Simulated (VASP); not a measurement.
Here is a VASP 6.6.1 calculation.

Contents of POSCAR:

```
Ag
1.0
    2.9300000000      0.0000000000      0.0000000000
   -1.4650000000      2.5374544331      0.0000000000
    0.0000000000      0.0000000000      4.7900000000
Ag
2
Direct
    0.6666666667      0.3333333333      0.7500000000
    0.3333333333      0.6666666667      0.2500000000
```

INCAR.step1

```
SYSTEM = Ag
ALGO = Normal
EDIFF = 1E-5
ENCUT = 520
GGA = PE
ISIF = 2
ISMEAR = -1
LASPH = .True.
LCHARG = .False.
LREAL = .False.
LWAVE = .True.
NBANDS = 18
NELM = 60
PREC = Accurate
SIGMA = 0.05
```

File INCAR.step2:

```
SYSTEM = Ag
AEXX = 0.25
ALGO = Normal
EDIFF = 1E-7
ENCUT = 520
ISIF = 2
ISMEAR = -1
ISTART = 1
LASPH = .True.
LCHARG = .False.
LHFCALC = .True.
LMIXTAU = .True.
LREAL = .False.
LWAVE = .False.
METAGGA = R2SCAN
NBANDS = 18
NELM = 60
PREC = Accurate
PRECFOCK = Normal
SIGMA = 0.05
```

The input KPOINTS:

```
k-points
0
Gamma
  6 6 3
  0 0 0
```

Potentials or basis: VASP PAW PBE potentials, release 64 (Ag).

Command:

```bash
$ cat potpaw_PBE.64/Ag/POTCAR > POTCAR
$ cp INCAR.step1 INCAR
$ mpirun -np 1 vasp_std > vasp.out
$ cp INCAR.step2 INCAR
$ mpirun -np 1 vasp_std > vasp.out
```

(1) Predict the band gap on the k mesh.

(2) Predict the pressure.

Results:

(1) zero (bands 11 and 12 overlap by 8.66 eV).

(2) -0.4 GPa.

Caveat: the k points lie up to 0.44 Å⁻¹ apart, too coarse for converged energies and pressures of a metal; the PAW data sets were made with another functional, which shifts forces and pressure a little.
